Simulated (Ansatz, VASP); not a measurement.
# One calculation of La, two programs

INCAR

```
PREC = Accurate
ENCUT = 520
EDIFF = 1E-6
ISMEAR = -1
SIGMA = 0.1
LREAL = False
LASPH = True
NELM = 100
ALGO = Normal
ISIF = 2
LWAVE = False
LCHARG = True
GGA = PS
LELF = True
LVHAR = True
NBANDS = 18
```

KPOINTS

```
Automatic mesh
0
Gamma
  11 11 6
```

File POSCAR:

```
La
1.0
    3.7551337254      0.0000000000      0.0000000000
   -1.8775668627      3.2520412009      0.0000000000
    0.0000000000      0.0000000000      6.1344737462
La
2
Direct
    0.3333333333      0.6666666667      0.2500000000
    0.6666666667      0.3333333333      0.7500000000
```

Input for Ansatz:

```yaml
crystal:
  lattice:
    - [3.7551337254, 0.0, 0.0]
    - [-1.8775668627, 3.2520412009, 0.0]
    - [0.0, 0.0, 6.1344737462]
  atoms:
    - { symbol: La, position: [0.3333333333, 0.6666666667, 0.25] }
    - { symbol: La, position: [0.6666666667, 0.3333333333, 0.75] }
hamiltonian:
  xc: pbesol
  pseudopotentials:
    kind: paw
    azcp:
      La: "pseudopotentials/La.paw.azcp"
basis:
  ecutwfc: 420
  fft_grid_basis: typed
kpoints:
  mp_grid: { grid: [11, 11, 6], shift: [0, 0, 0] }
magnetization:
  spin_polarized: false
scf:
  occupations: { method: fermi_dirac, width: 0.1 }
  lower_state_search: "off"
output:
  stress: true
  write_density: true
  write_potential: true
  elf: true
  volumetric_format: npy
```

Alike in both runs: task single point; functional PBEsol; k mesh 11 × 11 × 6; occupations fermi-dirac, width 0.1 eV; no spin polarisation.

|  | VASP | Ansatz |
| --- | --- | --- |
| version | VASP 6.6.1 | Ansatz 0.2.0 |
| potentials or method | VASP PAW PBE potentials, release 64 (La), cutoff 520 eV | plane waves (420 eV) with PAW, scalar-relativistic |
| valence electrons in the cell | 22 | 22 |

VASP gave:

| Quantity | Value |
| --- | --- |
| pressure (GPa) | -1.9 |
| traceless stress, the component that is largest in VASP (GPa) | -0.24 |

Problem. Estimate Ansatz's values.

Solution. Pressure (GPa): -1.9; traceless stress, the component that is largest in VASP (GPa): -0.25.

VASP's potentials were made for PBE, not for PBEsol, and Ansatz warns of the same on its side. The functional is the same, so the differences come from potentials, cutoffs and numerics.

Neither program's run includes spin-orbit coupling.
